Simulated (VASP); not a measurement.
Here is a VASP 6.6.1 calculation.

The input INCAR:

```
SYSTEM = Si5Ge
PREC = Accurate ; ENCUT = 600
EDIFF = 1E-6 ; ISMEAR = 0
SIGMA = 0.1 ; LREAL = .FALSE.
LASPH = .TRUE. ; NELM = 100
ALGO = Normal ; ISIF = 3
LWAVE = .FALSE. ; LCHARG = .FALSE.
GGA = PE ; IBRION = 2
NSW = 100 ; EDIFFG = -0.01
```

The input KPOINTS:

```
Automatic mesh
0
G
  12 12 10
  0 0 0
```

File POSCAR:

```
Si5Ge
1.0
    4.9859064409     -0.0000000029      0.0000000000
   -2.4929532179      4.3179216401      0.0000000000
    0.0000000000      0.0000000000      4.3178229500
Si Ge
5 1
Direct
    0.3688050552      0.3688050552      0.0000000000
    0.0000000000      0.6311949448      0.0000000000
    0.6311949448      0.0000000000      0.0000000000
    0.6666666667      0.3333333333      0.5000000000
    0.3333333333      0.6666666667      0.5000000000
    0.0000000000      0.0000000000      0.5000000000
```

Potentials or basis: VASP PAW PBE potentials, release 64 (Si, Ge_d).

Launch:

```bash
$ cat potpaw_PBE.64/Si/POTCAR potpaw_PBE.64/Ge_d/POTCAR > POTCAR
$ mpirun -np 1 vasp_std > vasp.out
```

Task: What does it give for the space group after relaxing (to 0.1 Å)?

Result: P-62m (No. 189).

Task: Predict the relaxed cell.

Result: a = 4.911 Å, b = 4.911 Å, c = 4.434 Å, α = 90.00°, β = 90.00°, γ = 120.00°.

Task: Estimate the band gap on the k mesh.

Result: Zero (bands 17 and 18 overlap by 4.51 eV).

Stress tensor (GPa, compression positive):
```
-0.05  0.00  0.00
 0.00 -0.05  0.00
 0.00  0.00  0.07
```
